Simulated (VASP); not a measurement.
Input of a VASP 6.6.1 run:

File POSCAR:

```
Mg
1.0
    3.1882005271      0.0000000000      0.0000000000
   -1.5941002635      2.7610626488      0.0000000000
    0.0000000000      0.0000000000      5.1084714546
Mg
2
Direct
    0.3333333333      0.6666666667      0.2500000000
    0.6666666667      0.3333333333      0.7500000000
```

INCAR.step1

```
ALGO = Normal
EDIFF = 1E-4
ENCUT = 520
GGA = PE
ISMEAR = 0
LASPH = T
LCHARG = F
LREAL = F
LWAVE = T
NBANDS = 9
NELM = 80
PREC = Accurate
SIGMA = 0.1
```

File INCAR.step2:

```
ALGO = Normal
EDIFF = 1E-7
ENCUT = 520
ISIF = 2
ISMEAR = 0
ISTART = 1
LASPH = T
LCHARG = F
LMIXTAU = T
LREAL = F
LWAVE = F
METAGGA = R2SCAN
NBANDS = 9
NELM = 80
PREC = Accurate
SIGMA = 0.1
```

KPOINTS

```
k-points
0
Gamma
  15 15 8
```

Potentials or basis: VASP PAW PBE potentials, release 64 (Mg).

Run with:

```console
$ cat potpaw_PBE.64/Mg/POTCAR > POTCAR
$ cp INCAR.step1 INCAR
$ mpirun -np 1 vasp_std > vasp.out
$ cp INCAR.step2 INCAR
$ mpirun -np 1 vasp_std > vasp.out
```

Q: Predict the band gap on the k mesh.

A: Zero (band 2 reaches 3.67 eV, above the bottom of band 3 at 1.69 eV).

Q: What does it give for the pressure?

A: -0.2 GPa.

Stress tensor (GPa, compression positive):
```
-0.11  0.00  0.00
 0.00 -0.11  0.00
 0.00  0.00 -0.26
```

Caveat: the PAW data sets were made with another functional, which shifts forces and pressure a little.
